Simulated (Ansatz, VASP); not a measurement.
## Ba7O in VASP and in Ansatz

```
Ba O
1.0
     4.19412    2.42148    6.87415
    -4.19412    2.42148    6.87415
     0.00000   -4.84295    6.87415
Ba O
7 1
Direct
  0.50000 0.50000 0.00000
  0.00000 0.50000 0.50000
  0.50000 0.00000 0.50000
  0.50000 0.50000 0.50000
  0.00000 0.00000 0.50000
  0.50000 0.00000 0.00000
  0.00000 0.50000 0.00000
  0.00000 0.00000 0.00000
```

Alike in both runs: functional PBE; k mesh 3 × 3 × 3; occupations gaussian, width 0.1 eV; no spin polarisation.

Ansatz relaxed the structure, and its values are those at the end. VASP's run is a single point on that final structure, the one shown.

|  | VASP | Ansatz |
| --- | --- | --- |
| version | VASP 6.6.1 | Ansatz 0.2.0 |
| potentials or method | VASP PAW PBE potentials, release 64 (Ba_sv, O), cutoff 520 eV | scalar-relativistic, plane waves, PAW |
| valence electrons in the cell | 76 | 76 |

Ansatz gave:

```
gap on the k mesh at the Fermi level (eV) : none
pressure (GPa)                            : 0.0
```

Question: What did VASP give for the same quantities?

Answer: gap on the k mesh at the Fermi level (eV): none; pressure (GPa): 0.1.

A gap of «none» marks a metal or a gap that the smearing closes.

Spin-orbit coupling is off throughout.
